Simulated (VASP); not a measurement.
Input of a VASP 6.6.1 run:

The input INCAR:

```
PREC = Accurate
ENCUT = 520
EDIFF = 1E-6
ISMEAR = -1
SIGMA = 0.1
LREAL = False
LASPH = True
NELM = 100
ALGO = Normal
ISIF = 2
LWAVE = False
LCHARG = True
GGA = PE
LELF = True
LVHAR = True
NBANDS = 48
```

The input KPOINTS:

```
Automatic mesh
0
Gamma
  3 3 3
```

POSCAR

```
SrBi2O6
1.0
    5.2615330000      0.3142130000     -0.7024150000
   -0.2723180000      5.2390360000      0.3275010000
   -0.9301230000      0.0568210000      5.9109360000
Sr Bi O
1 2 6
Direct
    0.2363622583      0.3051696375      0.6465248540
    0.0633944846      0.6894643388      0.1273848975
    0.6068630438      0.0872724973      0.2932892311
    0.0509426068      0.1648909692      0.1800293378
    0.6466374379      0.6611817632      0.7119031821
    0.5900913804      0.5145105663      0.0525551811
    0.9642585956      0.8435940525      0.6870312596
    0.8287775525      0.3347261519      0.8697833364
    0.6946999318      0.9874953658      0.8570155273
```

Potentials or basis: VASP PAW PBE potentials, release 64 (Sr_sv, Bi_d, O).

Run with:

```sh
$ cat potpaw_PBE.64/Sr_sv/POTCAR potpaw_PBE.64/Bi_d/POTCAR potpaw_PBE.64/O/POTCAR > POTCAR
$ mpirun -np 1 vasp_std > vasp.out
```

Problem. What does it give for the largest force?

Solution. 3.236 eV/Å.

Problem. Estimate the band gap on the k mesh.

Solution. Zero (band 38 reaches 3.84 eV, above the bottom of band 39 at 3.78 eV).

Stress tensor (GPa, compression positive):
```
 -8.51  -1.96  -3.60
 -1.96 -10.81   1.52
 -3.60   1.52  -6.25
```

Caveat: the k points lie up to 0.41 Å⁻¹ apart; spin-orbit coupling is left out, which moves the levels of the heavy elements.
